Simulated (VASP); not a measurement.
# MgO (Fm-3m) in VASP: a series of runs

Aim: see how the results for MgO move with the level of theory and the settings. Levels: HSE06, LDA. Tasks: single point.

Program: VASP 6.6.1. These are calculated values, not measurements. Logs are shortened: lines on timing, memory, paths and dates and some standing lists are left out, and cuts for length are marked.

**1. The cell of the first run**

Symmetry: Fm-3m, No. 225, cubic system. The conventional cell has a = 4.194 Å, b = 4.194 Å, c = 4.194 Å, α = 90.00°, β = 90.00°, γ = 90.00°. Within 2.8 Å of Mg (site symmetry m-3m) lie 6 O at 2.10 Å. O (site symmetry m-3m) has 6 Mg at 2.10 Å within 2.8 Å.

**2. Single point, HSE06**

File POSCAR:

```
MgO
1.0
    0.0000000000      2.0970013927      2.0970013927
    2.0970013927      0.0000000000      2.0970013927
    2.0970013927      2.0970013927      0.0000000000
Mg O
1 1
Direct
    0.0000000000      0.0000000000      0.0000000000
    0.5000000000      0.5000000000      0.5000000000
```

File INCAR.step1:

```
ALGO = Normal
EDIFF = 1E-5
ENCUT = 520
GGA = PE
ISIF = 2
ISMEAR = -1
LASPH = T
LREAL = F
LWAVE = T
NBANDS = 11
NELM = 80
PREC = Accurate
SIGMA = 0.05
```

File INCAR.step2:

```
ALGO = Normal
EDIFF = 1E-6
ENCUT = 520
GGA = PE
HFSCREEN = 0.2079
ISIF = 2
ISMEAR = -1
ISTART = 1
LASPH = T
LCHARG = T
LELF = T
LHFCALC = T
LREAL = F
LVHAR = T
LWAVE = F
NBANDS = 11
NELM = 80
PREC = Accurate
PRECFOCK = Normal
SIGMA = 0.05
```

File KPOINTS:

```
k-points
0
Gamma
  6 6 6
```

Potentials or basis: VASP PAW PBE potentials, release 64 (Mg, O).

Started as:

```bash
$ cat potpaw_PBE.64/Mg/POTCAR potpaw_PBE.64/O/POTCAR > POTCAR
$ cp INCAR.step1 INCAR
$ mpirun -np 1 vasp_std > vasp.out
$ cp INCAR.step2 INCAR
$ mpirun -np 1 vasp_std > vasp.out
```

OUTCAR:

```text
EDIFF = 1E-6
   ENCUT = 520
   GGA = PE
   HFSCREEN = 0.2079
   ISIF = 2
   ISMEAR = -1
   ISTART = 1
   LASPH = T
   LHFCALC = T
   LREAL = F
   NELM = 80
   PREC = Accurate
   PRECFOCK = Normal

 ion  position               nearest neighbor table
   1  0.000  0.000  0.000-   2 2.10   2 2.10   2 2.10   2 2.10   2 2.10   2 2.10
   2  0.500  0.500  0.500-   1 2.10   1 2.10   1 2.10   1 2.10   1 2.10   1 2.10

  LATTYP: Found a face centered cubic cell.
 ALAT       =     4.1940027854

  Lattice vectors:

 A1 = (   0.0000000000,   2.0970013927,   2.0970013927)
 A2 = (   2.0970013927,   0.0000000000,   2.0970013927)
 A3 = (   2.0970013927,   2.0970013927,   0.0000000000)

Analysis of symmetry for initial positions (statically):
=====================================================================
 Subroutine PRICEL returns:
 Original cell was already a primitive cell.

 Routine SETGRP: Setting up the symmetry group for a
 face centered cubic supercell.

 Subroutine GETGRP returns: Found 48 space group operations
 (whereof 48 operations were pure point group operations)
 out of a pool of 48 trial point group operations.

The static configuration has the point symmetry O_h .

Analysis of symmetry for dynamics (positions and initial velocities):
=====================================================================
 Subroutine PRICEL returns:
 Original cell was already a primitive cell.

 Routine SETGRP: Setting up the symmetry group for a
 face centered cubic supercell.

 Subroutine GETGRP returns: Found 48 space group operations
 (whereof 48 operations were pure point group operations)
 out of a pool of 48 trial point group operations.

The dynamic configuration has the point symmetry O_h .

 Subroutine INISYM returns: Found 48 space group operations
 (whereof 48 operations are pure point group operations),
 and found     1 'primitive' translations

----------------------------------------------------------------------------------------

                                     Primitive cell

  volume of cell :      18.4428

  direct lattice vectors                    reciprocal lattice vectors
     0.000000000  2.097001393  2.097001393    -0.238435702  0.238435702  0.238435702
     2.097001393  0.000000000  2.097001393     0.238435702 -0.238435702  0.238435702
     2.097001393  2.097001393  0.000000000     0.238435702  0.238435702 -0.238435702

  length of vectors
     2.965607810  2.965607810  2.965607810     0.412982751  0.412982751  0.412982751

  position of ions in fractional coordinates (direct lattice)
     0.000000000  0.000000000  0.000000000
     0.500000000  0.500000000  0.500000000

  ion indices of the primitive-cell ions
   primitive index   ion index
                 1           1
                 2           2

----------------------------------------------------------------------------------------

 KPOINTS: k-points

Automatic generation of k-mesh.
 Grid dimensions read from file:
 generate k-points for:    6    6    6

 Generating k-lattice:

  Cartesian coordinates                     Fractional coordinates (reciprocal lattice)
    -0.039739284  0.039739284  0.039739284     0.166666667  0.000000000  0.000000000
     0.039739284 -0.039739284  0.039739284     0.000000000  0.166666667  0.000000000
     0.039739284  0.039739284 -0.039739284     0.000000000  0.000000000  0.166666667

  Length of vectors
     0.068830458  0.068830458  0.068830458

  Shift w.r.t. Gamma in fractional coordinates (k-lattice)
     0.000000000  0.000000000  0.000000000

 Subroutine IBZKPT returns following result:
 ===========================================

 Found     16 irreducible k-points:

 Following reciprocal coordinates:
            Coordinates               Weight
  0.000000  0.000000  0.000000      1.000000
  0.166667  0.000000  0.000000      8.000000
  0.333333  0.000000  0.000000      8.000000
  0.500000  0.000000  0.000000      4.000000
  0.166667  0.166667  0.000000      6.000000
  0.333333  0.166667  0.000000     24.000000
[... 8 lines left out ...]
 -0.333333  0.333333  0.166667     24.000000
 -0.333333  0.500000  0.166667     12.000000
   k-points           NKPTS =     16   k-points in BZ     NKDIM =    216   number of bands    NBANDS=     11
   number of dos      NEDOS =    301   number of ions     NIONS =      2
   total plane-waves  NPLWV =  13824
   dimension x,y,z NGX =    24 NGY =   24 NGZ =   24
   dimension x,y,z NGXF=    48 NGYF=   48 NGZF=   48
   ions per type =               1   1
   NGX,Y,Z   is equivalent  to a cutoff of  13.45, 13.45, 13.45 a.u.
   NGXF,Y,Z  is equivalent  to a cutoff of  26.91, 26.91, 26.91 a.u.
 SYSTEM =  unknown system
   PREC   = accura    normal or accurate (medium, high low for compatibility)
   ISTART =      1    job   : 0-new  1-cont  2-samecut
   ICHARG =      0    charge: 1-file 2-atom 10-const
   ISPIN  =      1    spin polarized calculation?
   LNONCOLLINEAR =      F non collinear calculations
   LSORBIT =      F    spin-orbit coupling
   LASPH  =      T    aspherical Exc in radial PAW
   ENCUT  =  520.0 eV  38.22 Ry    6.18 a.u.   5.51  5.51  5.51*2*pi/ulx,y,z
   NELM   =     80;   NELMIN=  2; NELMDL=  0     # of ELM steps
   EDIFF  = 0.1E-05   stopping-criterion for ELM
   LREAL  =      F    real-space projection
   EDIFFG = 0.1E-04   stopping-criterion for IOM
   NSW    =      0    number of steps for IOM
   IBRION =     -1    ionic relax: 0-MD 1-quasi-New 2-CG
   NFREE  =      0    steps in history (QN), initial steepest desc. (CG)
   ISIF   =      2    stress and relaxation
   ISYM   =      3    0-nonsym 1-usesym 2-fastsym
   POTIM  = 0.5000    time-step for ionic-motion
   TEBEG  =    0.0;   TEEND  =   0.0 temperature during run
   PSTRESS=    0.0 pullay stress
   NELECT =       8.0000    total number of electrons
   NUPDOWN=      -1.0000    fix difference up-down
   EMIN   =  10.00;   EMAX   =-10.00  energy-range for DOS
   EFERMI =   0.00;   METHOD = LEGACY
   ISMEAR =    -1;   SIGMA  =   0.05  broadening in eV -4-tet -1-fermi 0-gaus
   EFERMI_NEDOS =   21; number of points for ismear=-14 and -15
   IALGO  =     38    algorithm
   IMIX   =      1    mixing-type and parameters
     AMIX     =   0.40;   BMIX     =  1.00
     AMIX_MAG =   1.60;   BMIX_MAG =  1.00
  volume/ion in A,a.u.               =       9.22        62.23
  Fermi-wavevector in a.u.,A,eV,Ry     =   1.239261  2.341864 20.895389  1.535768
  Thomas-Fermi vector in A             =   2.373752
   LORBIT       =      0    0 simple, 1 ext, 2 COOP (PROOUT), +10 PAW based schemes
   GGA     = PE    functional components
   LHFCALC =     T    Hartree Fock is set to
   PRECFOCK=normal    Normal, Fast or Accurate (Low or Medium for compatibility)
   ENCUT4O =  -1.0   cutoff for four orbital integrals eV
   NKREDX  =     1    reduce k-point grid by
   NKREDY  =     1    reduce k-point grid by
   NKREDZ  =     1    reduce k-point grid by
   AEXX    =    0.2500 exact exchange contribution
   HFSCREEN=    0.2079 screening length (either q_TF or 0.3 A-1)
   HFSCREENC=   0.2079 screening length for correlation (either q_TF or 0.3 A-1)
   ENCUTFOCK=  -1.0 apply spherical cutoff to Coloumb kernel
   IVDW    =     0    specifies the selected vdW correction
   LEPSILON=     F    determine dielectric tensor
   LRPA    =     F    only Hartree local field effects (RPA)
 non-spin polarized calculation
  energy-cutoff  :      520.00
  volume of cell :       18.44
 maximum number of plane-waves:       531
 NGX is ok and might be reduce to    24
  NGX = 18; NGY = 18; NGZ = 18

 number of electron       8.0000004 magnetization

 Free energy of the ion-electron system (eV)
  ---------------------------------------------------
  ext. energy  EPLUGINS =         0.00000000
  ---------------------------------------------------
  free energy    TOTEN  =       -14.20983184 eV

  energy without entropy =      -14.20983184  energy(sigma->0) =      -14.20983184

 E-fermi :   3.0846     XC(G=0):  -9.1449

 val. band max:        2.0333076230   @ k =   0.0000   0.0000   0.0000
 cond. band min:       8.6095249906   @ k =   0.0000   0.0000   0.0000
 fundamental gap:      6.5762173676
 Fermi energy:         3.0846347491

 k-point     1 :       0.0000    0.0000    0.0000
  band No.  band energies     occupation
      1     -16.8580      2.00000
      2       2.0333      2.00000
      3       2.0333      2.00000
      4       2.0333      2.00000
      5       8.6095      0.00000
      6      19.8644      0.00000
      7      19.8644      0.00000
      8      19.8644      0.00000
      9      23.8285      0.00000
     10      25.7760      0.00000
     11      25.7760      0.00000

 k-point     2 :       0.1667    0.0000    0.0000
  band No.  band energies     occupation
      1     -16.5537      2.00000
      2       0.4567      2.00000
      3       1.8395      2.00000
      4       1.8395      2.00000
      5      10.0742      0.00000
      6      17.5091      0.00000
      7      20.4871      0.00000
      8      20.4871      0.00000
      9      24.5116      0.00000
     10      24.5116      0.00000
     11      26.6860      0.00000

 k-point     3 :       0.3333    0.0000    0.0000
  band No.  band energies     occupation
      1     -15.8699      2.00000
      2      -1.9110      2.00000
      3       1.4766      2.00000
      4       1.4766      2.00000
      5      11.6187      0.00000
      6      16.5628      0.00000
      7      20.7556      0.00000
      8      20.7556      0.00000
      9      25.2743      0.00000
     10      25.2743      0.00000
     11      25.8630      0.00000

 k-point     4 :       0.5000    0.0000    0.0000
  band No.  band energies     occupation
      1     -15.4777      2.00000
      2      -2.9559      2.00000
      3       1.3059      2.00000
      4       1.3059      2.00000
      5      11.7911      0.00000
      6      17.0526      0.00000
      7      20.4919      0.00000
      8      20.4919      0.00000
      9      25.2728      0.00000
     10      27.0169      0.00000
     11      27.0169      0.00000

 k-point     5 :       0.1667    0.1667    0.0000
  band No.  band energies     occupation
      1     -16.4601      2.00000
      2       0.3806      2.00000
      3       1.6062      2.00000
      4       1.6062      2.00000
      5      10.5892      0.00000
      6      16.6492      0.00000
      7      20.8721      0.00000
      8      20.8721      0.00000
      9      21.9285      0.00000
     10      26.6550      0.00000
     11      28.9332      0.00000
[... 99 lines left out ...]
 k-point    13 :       0.5000    0.5000    0.0000
  band No.  band energies     occupation
      1     -15.1974      2.00000
      2      -2.4061      2.00000
      3       0.5450      2.00000
      4       0.5450      2.00000
      5      12.9049      0.00000
      6      14.0289      0.00000
      7      17.5390      0.00000
      8      23.6109      0.00000
      9      23.6109      0.00000
     10      30.0194      0.00000
     11      31.3233      0.00000

 k-point    14 :       0.5000    0.3333    0.1667
  band No.  band energies     occupation
      1     -15.4699      2.00000
      2      -1.7828      2.00000
      3       0.0204      2.00000
      4       0.9157      2.00000
      5      14.1744      0.00000
      6      15.0614      0.00000
      7      17.7506      0.00000
      8      21.6054      0.00000
      9      23.8537      0.00000
     10      27.3315      0.00000
     11      32.3739      0.00000

 k-point    15 :      -0.3333    0.3333    0.1667
  band No.  band energies     occupation
      1     -15.2293      2.00000
      2      -1.8483      2.00000
      3      -0.6436      2.00000
      4       0.6455      2.00000
      5      14.6397      0.00000
      6      16.1697      0.00000
      7      16.9380      0.00000
      8      20.8566      0.00000
      9      25.1477      0.00000
     10      26.4996      0.00000
     11      32.4201      0.00000

 k-point    16 :      -0.3333    0.5000    0.1667
  band No.  band energies     occupation
      1     -15.1556      2.00000
      2      -1.8321      2.00000
      3      -0.4052      2.00000
      4       0.2163      2.00000
      5      14.5072      0.00000
      6      15.5733      0.00000
      7      16.7813      0.00000
      8      20.9080      0.00000
      9      24.7518      0.00000
     10      29.1041      0.00000
     11      30.8271      0.00000

------------------------ aborting loop because EDIFF is reached ----------------------------------------

  FORCE on cell =-STRESS in cart. coord.  units (eV):
  Direction    XX          YY          ZZ          XY          YZ          ZX
  --------------------------------------------------------------------------------------
  -------------------------------------------------------------------------------------
  Total        0.0702417      0.0702417      0.0702417      0.0000000      0.0000000      0.0000000
  in kB        6.1021017      6.1021017      6.1021017      0.0000000      0.0000000      0.0000000
  external PRESSURE =       6.1021017 kB  Pullay stress =       0.0000000 kB

 VOLUME and BASIS-vectors are now :
 -----------------------------------------------------------------------------
  energy-cutoff  :      520.00
  volume of cell :       18.44
      direct lattice vectors                 reciprocal lattice vectors
     0.000000000  2.097001393  2.097001393    -0.238435702  0.238435702  0.238435702
     2.097001393  0.000000000  2.097001393     0.238435702 -0.238435702  0.238435702
     2.097001393  2.097001393  0.000000000     0.238435702  0.238435702 -0.238435702

 POSITION                                       TOTAL-FORCE (eV/Angst)
 -----------------------------------------------------------------------------------
      0.00000      0.00000      0.00000         0.000000      0.000000     -0.000000
      2.09700      2.09700      2.09700        -0.000000      0.000000      0.000000
 -----------------------------------------------------------------------------------
    total drift:                               -0.000079     -0.000114     -0.000116

  FREE ENERGIE OF THE ION-ELECTRON SYSTEM (eV)
  ---------------------------------------------------
  free  energy   TOTEN  =       -14.2098318363 eV

  energy  without entropy=      -14.2098318363  energy(sigma->0) =      -14.20983184
```

Wall time 12 min (1 thread of AMD EPYC 7R13, shared host); peak memory 0.22 GiB.

Results:

```
Free energy            : -14.2098 eV
Pressure               : 0.6 GPa
Band gap on the k mesh : 6.58 eV
```

Levels at points of the mesh, in eV from the valence-band top:
| k point | band 1 | band 2 | band 3 | band 4 | band 5 | band 6 | band 7 | band 8 |
| --- | --- | --- | --- | --- | --- | --- | --- | --- |
| (0.00, 0.00, 0.00) | -18.89 | 0.00 | 0.00 | 0.00 | 6.58 | 17.83 | 17.83 | 17.83 |
| (0.50, 0.00, 0.00) | -17.51 | -4.99 | -0.73 | -0.73 | 9.76 | 15.02 | 18.46 | 18.46 |
| (0.50, 0.50, 0.00) | -17.23 | -4.44 | -1.49 | -1.49 | 10.87 | 12.00 | 15.51 | 21.58 |

Caveat: the k points lie up to 0.43 Å⁻¹ apart; the PAW data sets were made with another functional, which shifts forces and pressure a little.

**3. Single point, LDA**

This run uses another cell than the first one, of 9.04 Å³/atom.

File INCAR:

```
SYSTEM = MgO
PREC = Accurate
ENCUT = 840
EDIFF = 1E-6
ISMEAR = -5
SIGMA = 0.05
LREAL = .False.
LASPH = .True.
NELM = 120
ALGO = Normal
ISIF = 2
LWAVE = .False.
LCHARG = .True.
GGA = CA
LELF = .True.
LVHAR = .True.
NBANDS = 15
GGA_COMPAT = .False.
```

File KPOINTS:

```
Automatic mesh
0
Gamma
  11 11 11
  0 0 0
```

File POSCAR:

```
MgO
1.0
    0.0000000000      2.0829271338      2.0829271338
    2.0829271338      0.0000000000      2.0829271338
    2.0829271338      2.0829271338      0.0000000000
Mg O
1 1
Direct
    0.0000000000      0.0000000000      0.0000000000
    0.5000000000      0.5000000000      0.5000000000
```

Potentials or basis: VASP PAW LDA potentials, release 64 (Mg_sv, O).

Started as:

```bash
$ cat potpaw_LDA.64/Mg_sv/POTCAR potpaw_LDA.64/O/POTCAR > POTCAR
$ mpirun -np 1 vasp_std > vasp.out
```

Run time: 12 s. Hardware: 1 thread of Intel Xeon 6975P-C (Granite Rapids), shared host; peak memory 0.15 GiB.

It converged, with:

```yaml
Free_energy: -13.2338 eV
Pressure: -0.2 GPa
Band_gap_on_the_k_mesh: 5.00 eV
```

Levels at points of the mesh, in eV from the valence-band top:
| k point | band 5 | band 6 | band 7 | band 8 | band 9 | band 10 | band 11 | band 12 |
| --- | --- | --- | --- | --- | --- | --- | --- | --- |
| (0.00, 0.00, 0.00) | -17.16 | 0.00 | 0.00 | 0.00 | 5.00 | 15.71 | 15.71 | 15.71 |
